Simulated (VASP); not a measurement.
Crystal: Rh.

```
Rh
1.0
     2.55881    0.00000    0.00000
    -1.27941    2.21600    0.00000
     0.00000    0.00000    4.12005
Rh
2
Cartesian
  1.2794 0.7387 3.0900
  0.0000 1.4773 1.0300
```

This isn't the form of Rh at room conditions, which is fcc.

Base run:

```yaml
Program: VASP 6.6.1
Functional: LDA
Potentials_or_basis: VASP PAW LDA potentials, release 64 (Rh_pv)
Cutoff: 520 eV
k_mesh: 21 × 21 × 12
Occupations: gaussian, width 0.15 eV
Spin: collinear spin, ferromagnetic start
Starting_moments: "[0.375, 0.375] μB"
Fixed_moment: 0.75 μB
```

Its results: pressure 58.3 GPa; site moments Rh +0.37 μB.

Task: The run is repeated on the same cell with these changes: fixed moment from 0.75 μB to 1 μB; moments at the start from [0.38, 0.38] to [0.5, 0.5]. What comes out?

Result: Pressure 59.3 GPa; site moments Rh +0.49 μB.

Caveats: the cell stands under pressure; the total moment is fixed, so each spin has its own Fermi level and the state may be an excited one.
